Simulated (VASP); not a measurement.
YPd3, 4 atoms in the cell. The structure is cubic, space group Pm-3m (No. 221). Conventional cell: a = 4.071 Å, b = 4.071 Å, c = 4.071 Å, α = 90.00°, β = 90.00°, γ = 90.00°. Pd (site symmetry 4/mmm) has 8 Pd at 2.88 Å and 4 Y at 2.88 Å within 3.8 Å. Y (site symmetry m-3m) has 12 Pd at 2.88 Å within 3.8 Å. 

```yaml
Program: VASP 6.6.1
Task: single point
Functional: r2SCAN
Potentials_or_basis: VASP PAW PBE potentials, release 64 (Pd, Y_sv)
Cutoff: 520 eV
k_mesh: 8 × 8 × 8
Occupations: fermi-dirac, width 0.1 eV
Spin: no spin polarisation
Dipole_correction: no
Further_INCAR_settings: ALGO = Normal; EDIFF = 1e-07; NBANDS = 28
```

Potentials or basis: VASP PAW PBE potentials, release 64 (Pd, Y_sv).

Launch:

```console
$ cat potpaw_PBE.64/Pd/POTCAR potpaw_PBE.64/Y_sv/POTCAR > POTCAR
$ cp INCAR.step1 INCAR
$ mpirun -np 1 vasp_std > vasp.out
$ cp INCAR.step2 INCAR
$ mpirun -np 1 vasp_std > vasp.out
```

Hardware: 1 thread of Intel(R) Xeon(R) Platinum 8375C CPU @ 2.90GHz (Ice Lake), on a shared host.

Q: Estimate the wall time of this run.

A: Run time: 7.1 min on 1 thread of Intel(R) Xeon(R) Platinum 8375C CPU @ 2.90GHz (Ice Lake) (shared host), peak memory 0.22 GiB. Counts: k points 35.
